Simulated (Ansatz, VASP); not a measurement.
# Two plane-wave programs on NaH

```xyz
2
Lattice="0.0000 2.4619 2.4619 2.4619 0.0000 2.4619 2.4619 2.4619 0.0000" Properties=species:S:1:pos:R:3 pbc="T T T"
Na    0.0000    0.0000    0.0000
H     1.2309    1.2309    1.2309
```

Change from the starting cell: hydrostatic strain -5.2%.

Alike in both runs: task single point; functional HSE06; k mesh 6 × 6 × 6; no spin polarisation.

|  | VASP | Ansatz |
| --- | --- | --- |
| version | VASP 6.6.1 | Ansatz 0.2.0 |
| potentials or method | VASP PAW PBE potentials, release 64 (Na_pv, H) | plane waves, PAW |
| plane-wave cutoff (eV) | 520 | 420 |
| occupations | gaussian, width 0.01 eV | fixed |
| valence electrons in the cell | 8 | 10 |

|  | VASP | Ansatz | Ansatz less VASP |
| --- | --- | --- | --- |
| gap on the k mesh at the Fermi level (eV) | 4.80 | 4.81 | +0.006 |
| pressure (GPa) | 4.0 | 3.9 | -0.04 |

VASP's potentials hold 8 valence electrons a cell and Ansatz's 10, so a difference there can come from the potentials and not from the codes. Ansatz's warnings: stress exchange threshold loose, stress scf threshold loose.
